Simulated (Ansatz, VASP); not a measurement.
**One calculation of SiC, two programs**

```
Si C
1.0
     3.05842    0.00000    0.00000
    -1.52921    2.64867    0.00000
     0.00000    0.00000   10.01215
Si C
4 4
Cartesian
  1.5292 0.8829 9.3898
  0.0000 1.7658 4.3837
  0.0000 0.0000 6.8874
  0.0000 0.0000 1.8813
  1.5292 0.8829 7.5072
  0.0000 1.7658 2.5011
  0.0000 0.0000 5.0106
  0.0000 0.0000 0.0045
```

Alike in both runs: functional LDA; k mesh 12 × 12 × 4; occupations gaussian, width 0.02 eV; no spin polarisation.

Ansatz relaxed the structure, and its values are those at the end. VASP's run is a single point on that final structure, the one shown.

|  | VASP | Ansatz |
| --- | --- | --- |
| version | VASP 6.6.1 | Ansatz 0.2.0 |
| potentials or method | VASP PAW LDA potentials, release 64 (Si, C), cutoff 520 eV | scalar-relativistic, plane waves, PAW |
| valence electrons in the cell | 32 | 32 |

VASP gave:

| Property | Result |
| --- | --- |
| gap on the k mesh at the Fermi level (eV) | 2.17 |
| least direct gap on the mesh (eV) | 3.30 |
| pressure (GPa) | 0.4 |

Q: Estimate Ansatz's values.

A: gap on the k mesh at the Fermi level (eV): 2.18; least direct gap on the mesh (eV): 3.31; pressure (GPa): 0.0.

LDA's correlation is that of Perdew and Zunger in VASP and of Perdew and Wang (1992) in Ansatz.
